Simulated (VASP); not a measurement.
**Si2W: single point with r2SCAN**

Crystal: Si2W.

```
CELL_PARAMETERS angstrom
4.58058 0.00000 0.00000
-2.29029 3.96690 0.00000
0.00000 0.00000 6.61087
ATOMIC_POSITIONS crystal
Si 0.83642 0.67284 0.50000
Si 0.16358 0.83642 0.83333
Si 0.67284 0.83642 0.16667
Si 0.16358 0.32716 0.50000
Si 0.83642 0.16358 0.83333
Si 0.32716 0.16358 0.16667
W 0.00000 0.50000 0.16667
W 0.50000 0.50000 0.83333
W 0.50000 0.00000 0.50000
```

```json
{
 "Program": "VASP 6.6.1",
 "Task": "single point",
 "Functional": "r2SCAN",
 "Potentials or basis": "VASP PAW PBE potentials, release 64 (Si, W_sv)",
 "Cutoff": "520 eV",
 "k mesh": "12 × 12 × 8",
 "Occupations": "gaussian, width 0.01 eV",
 "Spin": "no spin polarisation",
 "Dipole correction": "no",
 "Further INCAR settings": "ALGO = Normal; EDIFF = 1e-06; NBANDS = 43"
}
```

```yaml
Pressure: 0.1 GPa
Largest_force: 0.008 eV/Å
Band_gap_on_the_k_mesh: 0.13 eV (least direct gap 0.82 eV)
```

Forces on the atoms (eV/Å):
```
Si   0.000  0.008  0.000
Si  -0.007  0.004  0.000
Si   0.007  0.004  0.000
Si   0.000 -0.008  0.000
Si   0.007 -0.004  0.000
Si  -0.007 -0.004  0.000
W    0.000  0.000  0.000
W    0.000  0.000  0.000
W    0.000  0.000  0.000
```

Levels at points of the mesh, in eV from the valence-band top:
| k point | band 31 | band 32 | band 33 | band 34 | band 35 | band 36 |
| --- | --- | --- | --- | --- | --- | --- |
| (0.00, 0.00, 0.00) | -3.26 | -2.80 | -1.00 | 2.44 | 2.44 | 2.60 |
| (0.50, 0.00, 0.00) | -1.74 | -1.25 | -0.70 | 0.13 | 0.97 | 1.08 |
| (0.00, 0.00, 0.50) | -2.84 | -0.78 | -0.78 | 2.05 | 2.37 | 2.37 |
| (0.50, 0.00, 0.50) | -2.20 | -1.31 | 0.00 | 0.85 | 1.21 | 1.46 |

It took 35 min on 1 thread of Oxide Virtual Turin-like Processor, on a shared host, peak memory 0.48 GiB.

Caveat: the PAW data sets were made with another functional, which shifts forces and pressure a little; spin-orbit coupling is left out, which moves the levels of the heavy elements. A k mesh can miss the band edges.
